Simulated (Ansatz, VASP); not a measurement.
Two plane-wave programs on MnSb

Contents of INCAR:

```
PREC = Accurate
ENCUT = 520
EDIFF = 1E-7
ISMEAR = -1
SIGMA = 0.05
LREAL = F
LASPH = T
NELM = 150
ALGO = Normal
ISIF = 2
LWAVE = F
LCHARG = F
ISPIN = 2
MAGMOM = 0 0 4 4
LORBIT = 11
LMAXMIX = 4
GGA = PS
NBANDS = 30
```

Contents of KPOINTS:

```
Automatic mesh
0
Gamma
  7 7 5
```

POSCAR

```
MnSb
1.0
    4.1500000000      0.0000000000      0.0000000000
   -2.0750000000      3.5940054257      0.0000000000
    0.0000000000      0.0000000000      5.7800000000
Sb Mn
2 2
Direct
    0.6666666667      0.3333333333      0.7500000000
    0.3333333333      0.6666666667      0.2500000000
    0.0000000000      0.0000000000      0.5000000000
    0.0000000000      0.0000000000      0.0000000000
```

Contents of input.yaml:

```yaml
crystal:
  lattice:
    - [4.15, 0.0, 0.0]
    - [-2.075, 3.5940054257, 0.0]
    - [0.0, 0.0, 5.78]
  atoms:
    - { symbol: Sb, position: [0.6666666667, 0.3333333333, 0.75] }
    - { symbol: Sb, position: [0.3333333333, 0.6666666667, 0.25] }
    - { symbol: Mn, position: [0.0, 0.0, 0.5], spin: 4.0 }
    - { symbol: Mn, position: [0.0, 0.0, 0.0], spin: 4.0 }
hamiltonian:
  xc: pbesol
  pseudopotentials: { kind: paw }
magnetization:
  spin_polarized: true
kpoints:
  mp_grid: { grid: [7, 7, 5] }
  band_path:
    path:
      - [[0.0, 0.0, 0.0], [0.5, 0.0, 0.0], [0.3333333333, 0.3333333333, 0.0], [0.0, 0.0, 0.0], [0.0, 0.0, 0.5], [0.5, 0.0, 0.5], [0.3333333333, 0.3333333333, 0.5], [0.0, 0.0, 0.5]]
      - [[0.5, 0.0, 0.5], [0.5, 0.0, 0.0]]
      - [[0.3333333333, 0.3333333333, 0.0], [0.3333333333, 0.3333333333, 0.5]]
    npoints: 14
scf:
  occupations: { method: fermi_dirac, width: 0.05 }
  n_extra_bands: 10
output:
  forces: true
  stress: true
  eigenvalues: true
  fatbands: false
```

Alike in both runs: functional PBEsol; k mesh 7 × 7 × 5; occupations fermi-dirac, width 0.05 eV; collinear spin.

|  | VASP | Ansatz |
| --- | --- | --- |
| version | VASP 6.6.1 | Ansatz 0.2.0 |
| potentials or method | VASP PAW PBE potentials, release 64 (Sb, Mn_pv) | Ansatz PAW |
| plane-wave cutoff (eV) | 520 | 420 |
| valence electrons in the cell | 36 | 60 |
| task | single point | band structure |

VASP gave:

| Quantity | Value |
| --- | --- |
| gap on the k mesh at the Fermi level (eV) | none |
| pressure (GPa) | -7.1 |
| traceless stress, the component that is largest in VASP (GPa) | -0.75 |
| net moment per atom (μB) | 1.67 |
| size of the moment on the site where the two differ most (μB) | 3.38 |

Q: Which values does Ansatz return?

A: gap on the k mesh at the Fermi level (eV): none; pressure (GPa): -7.1; traceless stress, the component that is largest in VASP (GPa): -0.73; net moment per atom (μB): 1.67; size of the moment on the site where the two differ most (μB): 3.42.

VASP's potentials were made for PBE, not for PBEsol. Site moments also hang on the region over which each program counts them. A gap of «none» marks a metal or a gap that the smearing closes. The functional is the same, so the differences come from potentials, cutoffs and numerics. VASP's potentials hold 36 valence electrons a cell and Ansatz's 60, so a difference there can come from the potentials and not from the codes.

Spin-orbit coupling is off throughout.
